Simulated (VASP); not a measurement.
Runs of VASP 6.6.1 on Co. The structure is that of space group P6_3/mmc (No. 194), or close to it. The cells are those of the table. 

```csv
cell,gap on the mesh (eV),pressure (GPa),moment (μB)
"a = 2.490, b = 2.490, c = 3.863 Å, angles 90.0, 90.0, 120.0°, 2 atoms",none,(a),(c)
"a = 2.526, b = 2.526, c = 3.755 Å, angles 90.0, 90.0, 120.0°, 2 atoms",none,0.8,3.09
"a = 2.312, b = 2.312, c = 4.482 Å, angles 90.0, 90.0, 120.0°, 2 atoms",none,9.3,3.21
"a = 2.417, b = 2.417, c = 4.101 Å, angles 90.0, 90.0, 120.0°, 2 atoms",none,(b),3.16
```

Alike in all rows: task single point; level PBEsol; potentials or basis VASP PAW PBE potentials, release 64 (Co); spin collinear, ferromagnetic start; k mesh 30 × 30 × 16; cutoff (eV) 520; smearing gaussian 0.15 eV.

**Question.** Estimate the missing entries.

**Answer.** (a) -0.6; (b) -0.1; (c) 3.11.

Caveats: the PAW data sets were made with another functional, which shifts forces and pressure a little; the cell stands under pressure (at least some runs).

A gap of «none» marks levels without a gap at the run's occupations.
